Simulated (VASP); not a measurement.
Write the native input for VASP 6.6.1 that does the following.

```yaml
Task: single point
Functional: LDA
Potentials_or_basis: VASP PAW LDA potentials, release 64 (Cu_sv_GW)
Cutoff: 820 eV
k_mesh: 13 × 13 × 13
Occupations: fermi-dirac, width 0.05 eV
Spin: no spin polarisation
Dipole_correction: no
Further_INCAR_settings: ALGO = Normal; EDIFF = 1e-06; NBANDS = 16
```

The structure of Cu lies in POSCAR:

```
Cu
1.0
   -1.4427933200      1.4427933200      1.3760814500
    1.4427933200     -1.4427933200      1.3760814500
    1.4427933200      1.4427933200     -1.3760814500
Cu
1
Direct
    0.0000000000      0.0000000000      0.0000000000
```

One way to write it, as run:

INCAR

```
SYSTEM = Cu
  PREC = Accurate
  ENCUT = 820
  EDIFF = 1E-6
  ISMEAR = -1
  SIGMA = 0.05
  LREAL = .False.
  LASPH = .True.
  NELM = 120
  ALGO = Normal
  ISIF = 2
  LWAVE = .False.
  LCHARG = .False.
  NBANDS = 16
  GGA_COMPAT = .False.
```

KPOINTS

```
regular mesh
0
Gamma
  13 13 13
  0 0 0
```

Potentials or basis: VASP PAW LDA potentials, release 64 (Cu_sv_GW).

Run with:

```console
$ cat potpaw_LDA.64/Cu_sv_GW/POTCAR > POTCAR
$ mpirun -np 1 vasp_std > vasp.out
```

Results of the run:

```json
{"Pressure": "-8.1 GPa", "Band gap on the k mesh": "zero (an odd number of electrons rules out a gap without spin polarisation)"}
```

Caveat: the cell stands under tension.

It took 84 s on 1 thread of AMD EPYC 7R43 64-Core Processor (Zen 3) (shared host), peak memory 0.17 GiB.
